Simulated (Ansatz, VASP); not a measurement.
CO2: VASP beside Ansatz

File INCAR:

```
SYSTEM = CO2
PREC = Accurate
ENCUT = 600
EDIFF = 1E-6
ISMEAR = 0
SIGMA = 0.02
LREAL = .False.
LASPH = .True.
NELM = 80
ALGO = Normal
ISIF = 3
LWAVE = .False.
LCHARG = .False.
GGA = PS
IBRION = 2
NSW = 100
EDIFFG = -0.005
```

File KPOINTS:

```
regular mesh
0
Gamma
  6 6 6
  0 0 0
```

File POSCAR:

```
CO2
1.0
    4.5946341885      0.0000000000      0.0000000000
    0.0000000000      4.5946341885      0.0000000000
    0.0000000000      0.0000000000      4.7848069164
C O
2 4
Direct
    0.5000000000      0.5000000000      0.5000000000
    0.0000000000      0.0000000000      0.0000000000
    0.3203915717      0.6796084283      0.5000000000
    0.6796084283      0.3203915717      0.5000000000
    0.1796084283      0.1796084283      0.0000000000
    0.8203915717      0.8203915717      0.0000000000
```

Input for Ansatz:

```yaml
crystal:
  lattice:
    - [4.5946341885, 0.0, 0.0]
    - [0.0, 4.5946341885, 0.0]
    - [0.0, 0.0, 4.7848069164]
  atoms:
    - { symbol: C, position: [0.5, 0.5, 0.5] }
    - { symbol: C, position: [0.0, 0.0, 0.0] }
    - { symbol: O, position: [0.3203915717, 0.6796084283, 0.5] }
    - { symbol: O, position: [0.6796084283, 0.3203915717, 0.5] }
    - { symbol: O, position: [0.1796084283, 0.1796084283, 0.0] }
    - { symbol: O, position: [0.8203915717, 0.8203915717, 0.0] }
basis:
  ecutwfc: 420
kpoints:
  mp_grid: { grid: [6, 6, 6] }
hamiltonian:
  xc: pbesol
scf:
  occupations: { method: gaussian, width: 0.02 }
output:
  forces: true
  stress: true
  eigenvalues: true
relax:
  adjacent_minimum: "off"
  f_tol: 0.005
  max_steps: 80
  cell: { stress_tol: 0.05 }
```

Alike in both runs: task relaxation of cell and atoms; functional PBEsol; k mesh 6 × 6 × 6; occupations gaussian, width 0.02 eV; no spin polarisation.

|  | VASP | Ansatz |
| --- | --- | --- |
| version | VASP 6.6.1 | Ansatz 0.2.0 |
| potentials or method | VASP PAW PBE potentials, release 64 (C, O), cutoff 600 eV | scalar-relativistic, plane waves, PAW |
| valence electrons in the cell | 32 | 32 |

VASP gave:

- gap on the k mesh at the Fermi level, each at its own relaxed structure (eV): 6.53
- relaxed volume (Å³/atom): 15.15
- relaxed cell length with the largest relative difference (Å): 4.556

Problem. What did Ansatz give for the same quantities?

Solution. gap on the k mesh at the Fermi level, each at its own relaxed structure (eV): 6.59; relaxed volume (Å³/atom): 16.84; relaxed cell length with the largest relative difference (Å): 4.785.

VASP's potentials were made for PBE, not for PBEsol. One of these differences is far larger than is usual between the two programs; its cause wasn't traced.

Noted on VASP's run: the standard files for N, O and F lose accuracy on very short bonds.
